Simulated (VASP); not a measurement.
GaAs:

```
CELL_PARAMETERS angstrom
0.00000 2.87509 2.87509
2.87509 0.00000 2.87509
2.87509 2.87509 0.00000
ATOMIC_POSITIONS crystal
Ga 0.00000 0.00000 0.00000
As 0.75000 0.75000 0.75000
```

* Program: VASP 6.6.1
* Task: relaxation of cell and atoms
* Functional: RPBE
* Potentials or basis: VASP PAW PBE potentials, release 64 (Ga_d, As)
* Cutoff: 500 eV
* k mesh: 10 × 10 × 10
* Occupations: gaussian, width 0.01 eV
* Spin: no spin polarisation

At the start: pressure 1.8 GPa; volume 23.77 Å³/atom.

Where does the relaxation end?

Over 3 steps the energy falls by 3.9 meV/atom and the volume is 24.49 Å³/atom (+3.0 %); space group F-43m (No. 216, to 0.1 Å) before and after.

The path:
| step | energy change (eV) | largest force (eV/Å) | pressure (GPa) | volume (Å³) |
| --- | --- | --- | --- | --- |
| 1 | 0.0000 | 0.0000 | 1.78 | 47.53 |
| 2 | -0.0072 | 0.0000 | -0.39 | 49.37 |
| 3 | -0.0077 | 0.0000 | -0.02 | 48.98 |

Final structure:
```cif
data_structure
_symmetry_space_group_name_H-M 'P 1'
_symmetry_Int_Tables_number 1
_cell_length_a 4.1069
_cell_length_b 4.1069
_cell_length_c 4.1069
_cell_angle_alpha 60.000
_cell_angle_beta 60.000
_cell_angle_gamma 60.000
_cell_volume 48.98
loop_
_atom_site_label
_atom_site_type_symbol
_atom_site_fract_x
_atom_site_fract_y
_atom_site_fract_z
_atom_site_occupancy
Ga1 Ga 0.00000 0.00000 0.00000 1
As1 As 0.75000 0.75000 0.75000 1
```

Caveat: the PAW data sets were made with another functional, which shifts forces and pressure a little.
